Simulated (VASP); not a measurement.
ZrH2, 3 atoms in the cell. The structure is cubic, space group Fm-3m (No. 225). Conventional cell: a = 4.695 Å, b = 4.695 Å, c = 4.695 Å, α = 90.00°, β = 90.00°, γ = 90.00°. Within 2.7 Å of Zr (site symmetry m-3m) lie 8 H at 2.03 Å. Within 2.7 Å of H (site symmetry -43m) lie 4 Zr at 2.03 Å and 6 H at 2.35 Å. 

```yaml
Program: VASP 6.6.1
Task: single point
Functional: PBEsol
Potentials_or_basis: VASP PAW PBE potentials, release 64 (Zr_sv, H)
Cutoff: 520 eV
k_mesh: 8 × 8 × 8
Occupations: gaussian, width 0.01 eV
Spin: no spin polarisation
Dipole_correction: no
Further_INCAR_settings: ALGO = Normal; EDIFF = 1e-06; NBANDS = 14
```

Potentials or basis: VASP PAW PBE potentials, release 64 (Zr_sv, H).

Launch:

```console
$ cat potpaw_PBE.64/Zr_sv/POTCAR potpaw_PBE.64/H/POTCAR > POTCAR
$ mpirun -np 1 vasp_std > vasp.out
```

Hardware: 1 thread of Intel Xeon 8259CL, on a shared host.

Task: Estimate the wall time of this run.

Result: Run time: 26 s on 1 thread of Intel Xeon 8259CL, on a shared host, peak memory 0.16 GiB. Counts: scf iterations 12, k points 29.
